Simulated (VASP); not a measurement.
Wanted: the native input for a VASP 6.6.1 run.

```
Task                   : single point
Functional             : PBEsol
Potentials or basis    : VASP PAW PBE potentials, release 64 (Pd)
Cutoff                 : 520 eV
k mesh                 : 18 × 18 × 18
Occupations            : gaussian, width 0.1 eV
Spin                   : no spin polarisation
Dipole correction      : no
Further INCAR settings : ALGO = Normal; EDIFF = 1e-06; NBANDS = 11
```

The structure of Pd lies in POSCAR:

```
Pd
1.0
    0.0000000000      1.8775267224      1.8775267224
    1.8775267224      0.0000000000      1.8775267224
    1.8775267224      1.8775267224      0.0000000000
Pd
1
Direct
    0.0000000000      0.0000000000      0.0000000000
```

This cell differs from its parent crystal: volume scaled by 0.91.

These files were run (other wordings do the same):

INCAR

```
SYSTEM = Pd
PREC     = Accurate       ! precision mode
ENCUT    = 520            ! plane-wave cutoff, eV
EDIFF    = 1E-6           ! SCF threshold, eV
ISMEAR   = 0              ! smearing method
SIGMA    = 0.1            ! smearing width, eV
LREAL    = .False.        ! projectors in reciprocal space
LASPH    = .True.         ! aspherical terms in the spheres
NELM     = 80             ! most SCF steps
ALGO     = Normal         ! electronic algorithm
ISIF     = 2              ! what is computed and relaxed
LWAVE    = .False.        ! write WAVECAR
LCHARG   = .False.        ! write CHGCAR
GGA      = PS             ! functional
NBANDS   = 11             ! bands
```

KPOINTS

```
regular mesh
0
Gamma
  18 18 18
  0 0 0
```

Potentials or basis: VASP PAW PBE potentials, release 64 (Pd).

Run with:

```bash
$ cat potpaw_PBE.64/Pd/POTCAR > POTCAR
$ mpirun -np 1 vasp_std > vasp.out
```

Results of the run:

```
Pressure               : 24.4 GPa
Band gap on the k mesh : zero (band 5 reaches 11.95 eV, above the bottom of band 6 at 10.04 eV)
```

Caveat: the PAW data sets were made with another functional, which shifts forces and pressure a little.

Run time: 14 s on 1 thread of Intel(R) Xeon(R) 6975P-C (Granite Rapids), on a shared host, peak memory 0.14 GiB.
